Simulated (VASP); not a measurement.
# TaC in VASP: single point with PBEsol

Aim: the single point of TaC with PBEsol.

Everything below comes from runs of VASP 6.6.1. Logs are shortened: lines on timing, memory, paths and dates and some standing lists are left out, and cuts for length are marked.

## 1. The cell of the first run

The cell holds a slab with vacuum, 14 atoms: a = 3.139 Å, b = 4.440 Å, c = 24.418 Å, α = 90.00°, β = 90.00°, γ = 90.00°.

## 2. Single point, PBEsol

Input file INCAR:

```
SYSTEM = TaC
PREC = Accurate
ENCUT = 520
EDIFF = 1E-6
ISMEAR = 0
SIGMA = 0.1
LREAL = .False.
LASPH = .True.
NELM = 120
ALGO = Normal
ISIF = 2
LWAVE = .False.
LCHARG = .True.
LDIPOL = .True.
IDIPOL = 3
DIPOL = 0.5 0.5 0.500
GGA = PS
LELF = .True.
LVHAR = .True.
LVACPOTAV = .True.
EFIELD = -0.6
NBANDS = 66
GGA_COMPAT = .False.
NELMDL = -8
```

Input file KPOINTS:

```
regular mesh
0
Gamma
  11 8 1
  0 0 0
```

Input file POSCAR:

```
TaC
1.0
    3.1393031999      0.0000000000      0.0000000000
    0.0000000000      4.4396451617      0.0000000000
    0.0000000000      0.0000000000     24.4179095998
Ta C
7 7
Direct
    0.5000000000      0.5000000000      0.3071515999
    0.0000000000      0.0000000000      0.3714343999
    0.5000000000      0.5000000000      0.4357172000
    0.0000000000      0.0000000000      0.5000000000
    0.5000000000      0.5000000000      0.5642828000
    0.0000000000      0.0000000000      0.6285656001
    0.5000000000      0.5000000000      0.6928484001
    0.5000000000      0.0000000000      0.3071515999
    0.0000000000      0.5000000000      0.3714343999
    0.5000000000      0.0000000000      0.4357172000
    0.0000000000      0.5000000000      0.5000000000
    0.5000000000      0.0000000000      0.5642828000
    0.0000000000      0.5000000000      0.6285656001
    0.5000000000      0.0000000000      0.6928484001
```

Potentials or basis: VASP PAW PBE potentials, release 64 (Ta_pv, C).

Command:

```
cat potpaw_PBE.64/Ta_pv/POTCAR potpaw_PBE.64/C/POTCAR > POTCAR
mpirun -np 1 vasp_std > vasp.out
```

OUTCAR:

```text
SYSTEM = TaC
   PREC = Accurate
   ENCUT = 520
   EDIFF = 1E-6
   ISMEAR = 0
   LREAL = .False.
   LASPH = .True.
   NELM = 120
   ISIF = 2
   GGA = PS
   NELMDL = -8

 ion  position               nearest neighbor table
   1  0.500  0.500  0.307-   9 2.22   9 2.22   8 2.22   8 2.22   2 3.14   2 3.14   2 3.14   2 3.14
                             3 3.14
   2  0.000  0.000  0.371-   8 2.22   8 2.22   9 2.22   9 2.22  10 2.22  10 2.22   1 3.14   1 3.14
                             1 3.14   1 3.14   3 3.14   3 3.14   3 3.14   3 3.14   4 3.14
   3  0.500  0.500  0.436-  11 2.22  11 2.22  10 2.22  10 2.22   9 2.22   9 2.22   5 3.14   4 3.14
                             4 3.14   4 3.14   4 3.14   2 3.14   2 3.14   2 3.14   2 3.14   1 3.14
   4  0.000  0.000  0.500-  10 2.22  12 2.22  10 2.22  12 2.22  11 2.22  11 2.22   5 3.14   5 3.14
                             3 3.14   5 3.14   3 3.14   3 3.14   3 3.14   5 3.14   2 3.14   6 3.14
   5  0.500  0.500  0.564-  11 2.22  11 2.22  12 2.22  12 2.22  13 2.22  13 2.22   3 3.14   4 3.14
                             4 3.14   4 3.14   4 3.14   6 3.14   6 3.14   6 3.14   6 3.14   7 3.14
   6  0.000  0.000  0.629-  14 2.22  14 2.22  13 2.22  13 2.22  12 2.22  12 2.22   7 3.14   7 3.14
                             7 3.14   7 3.14   5 3.14   5 3.14   5 3.14   5 3.14   4 3.14
   7  0.500  0.500  0.693-  13 2.22  13 2.22  14 2.22  14 2.22   6 3.14   6 3.14   6 3.14   6 3.14
                             5 3.14
   8  0.500  0.000  0.307-   2 2.22   2 2.22   1 2.22   1 2.22
   9  0.000  0.500  0.371-   1 2.22   1 2.22   2 2.22   2 2.22   3 2.22   3 2.22
  10  0.500  0.000  0.436-   4 2.22   4 2.22   3 2.22   3 2.22   2 2.22   2 2.22
  11  0.000  0.500  0.500-   3 2.22   5 2.22   3 2.22   5 2.22   4 2.22   4 2.22
  12  0.500  0.000  0.564-   4 2.22   4 2.22   5 2.22   5 2.22   6 2.22   6 2.22
  13  0.000  0.500  0.629-   7 2.22   7 2.22   6 2.22   6 2.22   5 2.22   5 2.22
  14  0.500  0.000  0.693-   6 2.22   6 2.22   7 2.22   7 2.22

  LATTYP: Found a simple orthorhombic cell.
 ALAT       =     3.1393031999
 B/A-ratio  =     1.4142135624
 C/A-ratio  =     7.7781303827

  Lattice vectors:

 A1 = (   3.1393031999,   0.0000000000,   0.0000000000)
 A2 = (   0.0000000000,   4.4396451617,   0.0000000000)
 A3 = (   0.0000000000,   0.0000000000,  24.4179095998)

Analysis of symmetry for initial positions (statically):
=====================================================================
 Subroutine PRICEL returns:
 Original cell was already a primitive cell.

 Routine SETGRP: Setting up the symmetry group for a
 simple orthorhombic supercell.

 Subroutine GETGRP returns: Found  8 space group operations
 (whereof  8 operations were pure point group operations)
 out of a pool of  8 trial point group operations.

The static configuration has the point symmetry D_2h.

Analysis of symmetry for dynamics (positions and initial velocities):
=====================================================================
 An external electric field (EFIELD) may reduce the allowed symmetry operations
 Subroutine PRICEL returns:
 Original cell was already a primitive cell.

 Routine SETGRP: Setting up the symmetry group for a
 simple orthorhombic supercell.

 Subroutine GETGRP returns: Found  4 space group operations
 (whereof  4 operations were pure point group operations)
 out of a pool of  8 trial point group operations.

The dynamic configuration has the point symmetry C_2v.

 Subroutine INISYM returns: Found  4 space group operations
 (whereof  4 operations are pure point group operations),
 and found     1 'primitive' translations

----------------------------------------------------------------------------------------

                                     Primitive cell

  volume of cell :     340.3220

  direct lattice vectors                    reciprocal lattice vectors
     3.139303200  0.000000000  0.000000000     0.318542026  0.000000000  0.000000000
     0.000000000  4.439645162  0.000000000     0.000000000  0.225243226  0.000000000
     0.000000000  0.000000000 24.417909600     0.000000000  0.000000000  0.040953547

  length of vectors
     3.139303200  4.439645162 24.417909600     0.318542026  0.225243226  0.040953547

  position of ions in fractional coordinates (direct lattice)
     0.500000000  0.500000000  0.307151600
     0.000000000  0.000000000  0.371434400
     0.500000000  0.500000000  0.435717200
     0.000000000  0.000000000  0.500000000
     0.500000000  0.500000000  0.564282800
     0.000000000  0.000000000  0.628565600
     0.500000000  0.500000000  0.692848400
     0.500000000  0.000000000  0.307151600
     0.000000000  0.500000000  0.371434400
     0.500000000  0.000000000  0.435717200
     0.000000000  0.500000000  0.500000000
     0.500000000  0.000000000  0.564282800
     0.000000000  0.500000000  0.628565600
     0.500000000  0.000000000  0.692848400

  ion indices of the primitive-cell ions
   primitive index   ion index
                 1           1
                 2           2
                 3           3
                 4           4
                 5           5
                 6           6
                 7           7
                 8           8
                 9           9
                10          10
                11          11
                12          12
                13          13
                14          14

----------------------------------------------------------------------------------------

 KPOINTS: regular mesh

Automatic generation of k-mesh.
 Grid dimensions read from file:
 generate k-points for:   11    8    1

 Generating k-lattice:

  Cartesian coordinates                     Fractional coordinates (reciprocal lattice)
     0.028958366  0.000000000  0.000000000     0.090909091  0.000000000  0.000000000
     0.000000000  0.028155403  0.000000000     0.000000000  0.125000000  0.000000000
     0.000000000  0.000000000  0.040953547     0.000000000  0.000000000  1.000000000

  Length of vectors
     0.028958366  0.028155403  0.040953547

  Shift w.r.t. Gamma in fractional coordinates (k-lattice)
     0.000000000  0.000000000  0.000000000

 Subroutine IBZKPT returns following result:
 ===========================================

 Found     30 irreducible k-points:

 Following reciprocal coordinates:
            Coordinates               Weight
  0.000000  0.000000  0.000000      1.000000
  0.090909  0.000000  0.000000      2.000000
  0.181818  0.000000  0.000000      2.000000
  0.272727  0.000000  0.000000      2.000000
  0.363636  0.000000  0.000000      2.000000
  0.454545  0.000000  0.000000      2.000000
[... 16 lines left out ...]
  0.363636  0.375000  0.000000      4.000000
  0.454545  0.375000  0.000000      4.000000
 [... further k-points ...]
   k-points           NKPTS =     30   k-points in BZ     NKDIM =     30   number of bands    NBANDS=     66
   number of dos      NEDOS =    301   number of ions     NIONS =     14
   total plane-waves  NPLWV = 165888
   dimension x,y,z NGX =    24 NGY =   36 NGZ =  192
   dimension x,y,z NGXF=    48 NGYF=   72 NGZF=  384
   ions per type =               7   7
   NGX,Y,Z   is equivalent  to a cutoff of  12.71, 13.48, 13.07 a.u.
   NGXF,Y,Z  is equivalent  to a cutoff of  25.42, 26.96, 26.14 a.u.
 SYSTEM =  TaC
   PREC   = accura    normal or accurate (medium, high low for compatibility)
   ISTART =      0    job   : 0-new  1-cont  2-samecut
   ICHARG =      2    charge: 1-file 2-atom 10-const
   ISPIN  =      1    spin polarized calculation?
   LNONCOLLINEAR =      F non collinear calculations
   LSORBIT =      F    spin-orbit coupling
   LASPH  =      T    aspherical Exc in radial PAW
   ENCUT  =  520.0 eV  38.22 Ry    6.18 a.u.   5.84  8.25 45.40*2*pi/ulx,y,z
   NELM   =    120;   NELMIN=  2; NELMDL= -8     # of ELM steps
   EDIFF  = 0.1E-05   stopping-criterion for ELM
   LREAL  =      F    real-space projection
   EDIFFG = 0.1E-04   stopping-criterion for IOM
   NSW    =      0    number of steps for IOM
   IBRION =     -1    ionic relax: 0-MD 1-quasi-New 2-CG
   NFREE  =      0    steps in history (QN), initial steepest desc. (CG)
   ISIF   =      2    stress and relaxation
   ISYM   =      2    0-nonsym 1-usesym 2-fastsym
   POTIM  = 0.5000    time-step for ionic-motion
   TEBEG  =    0.0;   TEEND  =   0.0 temperature during run
   PSTRESS=    0.0 pullay stress
   NELECT =     105.0000    total number of electrons
   NUPDOWN=      -1.0000    fix difference up-down
   EMIN   =  10.00;   EMAX   =-10.00  energy-range for DOS
   EFERMI =   0.00;   METHOD = LEGACY
   ISMEAR =     0;   SIGMA  =   0.10  broadening in eV -4-tet -1-fermi 0-gaus
   EFERMI_NEDOS =   21; number of points for ismear=-14 and -15
   IALGO  =     38    algorithm
   IMIX   =      4    mixing-type and parameters
     AMIX     =   0.40;   BMIX     =  1.00
     AMIX_MAG =   1.60;   BMIX_MAG =  1.00
  volume/ion in A,a.u.               =      24.31       164.04
  Fermi-wavevector in a.u.,A,eV,Ry     =   1.106219  2.090452 16.649739  1.223721
  Thomas-Fermi vector in A             =   2.242717
   LORBIT       =      0    0 simple, 1 ext, 2 COOP (PROOUT), +10 PAW based schemes
   GGA     = PS    functional components
   LHFCALC =     F    Hartree Fock is set to
   AEXX    =    0.0000 exact exchange contribution
   IVDW    =     0    specifies the selected vdW correction
   LEPSILON=     F    determine dielectric tensor
   LRPA    =     F    only Hartree local field effects (RPA)
 non-spin polarized calculation
 Gauss-broadening in eV      SIGMA  =   0.10
  energy-cutoff  :      520.00
  volume of cell :      340.32
 maximum number of plane-waves:      9213
 NGX is ok and might be reduce to    24
   NGX = 11   NGY = 17   NGZ = 91

 dipolmoment           0.000000      0.000000      1.507640 electrons x Angstroem

 number of electron     105.0000005 magnetization

 dipolmoment           0.000000      0.000000     -0.615796 electrons x Angstroem

 Free energy of the ion-electron system (eV)
  ---------------------------------------------------
  ext. energy  EPLUGINS =         0.00000000
  ---------------------------------------------------
  free energy    TOTEN  =      -157.87357640 eV

  energy without entropy =     -157.84573872  energy(sigma->0) =     -157.85965756

 E-fermi :   1.3863     XC(G=0):  -6.9818

 val. band max:        1.3850060159   @ k =   0.0909   0.1250   0.0000
 cond. band min:       1.4084223179   @ k =   0.0000   0.2500   0.0000
 fundamental gap:      0.0234163020
 Fermi energy:         1.3862523427

 k-point     1 :       0.0000    0.0000    0.0000
  band No.  band energies     occupation
      1     -34.1577      2.00000
      2     -34.0784      2.00000
      3     -34.0008      2.00000
      4     -33.9922      2.00000
      5     -33.8862      2.00000
      6     -33.8584      2.00000
[... 56 lines left out ...]
     63       3.0524      0.00000
     64       3.0817      0.00000

 k-point     2 :       0.0909    0.0000    0.0000
  band No.  band energies     occupation
      1     -34.1433      2.00000
      2     -34.0785      2.00000
      3     -33.9908      2.00000
      4     -33.9904      2.00000
      5     -33.8905      2.00000
      6     -33.8598      2.00000
[... 1463 lines left out ...]
     63       4.1872      0.00000
     64       4.4109      0.00000

 k-point    24 :       0.4545    0.3750    0.0000
  band No.  band energies     occupation
      1     -34.2324      2.00000
      2     -34.1818      2.00000
      3     -34.1211      2.00000
      4     -34.0483      2.00000
      5     -34.0240      2.00000
      6     -33.9144      2.00000
[... 56 lines left out ...]
     63       4.3243      0.00000
     64       4.5109      0.00000

 [... further k-points ...]

 [bands above 64 left out]

------------------------ aborting loop because EDIFF is reached ----------------------------------------

  FORCE on cell =-STRESS in cart. coord.  units (eV):
  Direction    XX          YY          ZZ          XY          YZ          ZX
  --------------------------------------------------------------------------------------
  -------------------------------------------------------------------------------------
  Total       -3.7500411    -13.1148489     -8.2371050      0.0000000      0.0000000      0.0000000
  in kB      -17.6545481    -61.7424515    -38.7788728      0.0000000      0.0000000      0.0000000
  external PRESSURE =     -39.3919575 kB  Pullay stress =       0.0000000 kB

 VOLUME and BASIS-vectors are now :
 -----------------------------------------------------------------------------
  energy-cutoff  :      520.00
  volume of cell :      340.32
      direct lattice vectors                 reciprocal lattice vectors
     3.139303200  0.000000000  0.000000000     0.318542026  0.000000000  0.000000000
     0.000000000  4.439645162  0.000000000     0.000000000  0.225243226  0.000000000
     0.000000000  0.000000000 24.417909600     0.000000000  0.000000000  0.040953547

 POSITION                                       TOTAL-FORCE (eV/Angst)
 -----------------------------------------------------------------------------------
      1.56965      2.21982      7.50000         0.000000      0.000000      3.031509
      0.00000      0.00000      9.06965         0.000000      0.000000     -1.071611
      1.56965      2.21982     10.63930         0.000000      0.000000     -0.538611
      0.00000      0.00000     12.20895         0.000000      0.000000     -0.026914
      1.56965      2.21982     13.77861         0.000000      0.000000      0.548807
      0.00000      0.00000     15.34826         0.000000      0.000000      1.150982
      1.56965      2.21982     16.91791         0.000000      0.000000     -2.995467
      1.56965      0.00000      7.50000         0.000000      0.000000     -0.373405
      0.00000      2.21982      9.06965         0.000000      0.000000     -1.427561
      1.56965      0.00000     10.63930         0.000000      0.000000      0.033851
      0.00000      2.21982     12.20895         0.000000      0.000000      0.003124
      1.56965      0.00000     13.77861         0.000000      0.000000     -0.014920
      0.00000      2.21982     15.34826         0.000000      0.000000      1.459128
      1.56965      0.00000     16.91791         0.000000      0.000000      0.221088
 -----------------------------------------------------------------------------------
    total drift:                                0.000000     -0.000000      0.000857

  FREE ENERGIE OF THE ION-ELECTRON SYSTEM (eV)
  ---------------------------------------------------
  free  energy   TOTEN  =      -157.8735763994 eV

  energy  without entropy=     -157.8457387196  energy(sigma->0) =     -157.85965756
```

Run time: 79 min. Hardware: 1 thread of Oxide Virtual Turin-like, shared host; peak memory 0.68 GiB.

What came out:

```
Free energy            : -157.8736 eV
Largest force          : 3.032 eV/Å
Band gap on the k mesh : zero (an odd number of electrons rules out a gap without spin polarisation)
```

Forces in eV/Å, atoms in the order of the input:
```
Ta   0.000  0.000  3.032
Ta   0.000  0.000 -1.072
Ta   0.000  0.000 -0.539
Ta   0.000  0.000 -0.027
Ta   0.000  0.000  0.549
Ta   0.000  0.000  1.151
Ta   0.000  0.000 -2.995
C    0.000  0.000 -0.373
C    0.000  0.000 -1.428
C    0.000  0.000  0.034
C    0.000  0.000  0.003
C    0.000  0.000 -0.015
C    0.000  0.000  1.459
C    0.000  0.000  0.221
```

Levels at points of the mesh, in eV from the Fermi level:
| k point | band 49 | band 50 | band 51 | band 52 | band 53 | band 54 | band 55 | band 56 | band 57 | band 58 |
| --- | --- | --- | --- | --- | --- | --- | --- | --- | --- | --- |
| (0.00, 0.00, 0.00) | -1.06 | -0.94 | -0.61 | -0.55 | -0.42 | -0.05 | 0.20 | 0.20 | 0.52 | 0.69 |
| (0.00, 0.50, 0.00) | -1.82 | -1.33 | -1.24 | -0.89 | 0.29 | 0.37 | 0.53 | 0.88 | 1.74 | 2.10 |

Caveat: the PAW data sets were made with another functional, which shifts forces and pressure a little; spin-orbit coupling is left out, which moves the levels of the heavy elements; an odd number of electrons without spin polarisation forces a metal; a magnetic or distorted state may lie lower.

The gap in the log of VASP goes by the Fermi energy; the results here count the filled bands.